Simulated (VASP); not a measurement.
Input of a VASP 6.6.1 run:

File INCAR:

```
SYSTEM = Se
  PREC = Accurate
  ENCUT = 520
  EDIFF = 1E-7
  ISMEAR = 0
  SIGMA = 0.02
  LREAL = .FALSE.
  LASPH = .TRUE.
  NELM = 80
  ALGO = Normal
  ISIF = 2
  LWAVE = .FALSE.
  LCHARG = .TRUE.
  GGA = PE
  IVDW = 12
  LELF = .TRUE.
  LVHAR = .TRUE.
  NBANDS = 16
```

The input KPOINTS:

```
Automatic mesh
0
G
  6 6 4
  0 0 0
```

POSCAR

```
Se
1.0
    4.0681465738      0.0000000000      0.0000000000
   -2.0340732869      3.5231182793      0.0000000000
    0.0000000000      0.0000000000      5.1277306233
Se
3
Direct
    0.2473450698      0.0000000000      0.3333333333
    0.0000000000      0.2473450698      0.6666666667
    0.7526549302      0.7526549302      0.0000000000
```

Potentials or basis: VASP PAW PBE potentials, release 64 (Se).

Command:

```console
$ cat potpaw_PBE.64/Se/POTCAR > POTCAR
$ mpirun -np 1 vasp_std > vasp.out
```

(1) Predict the dispersion energy per atom.

(2) What does it give for the pressure?

(3) Predict the largest force.

Results:

(1) -0.356 eV.

(2) 0.1 GPa.

(3) 0.013 eV/Å.
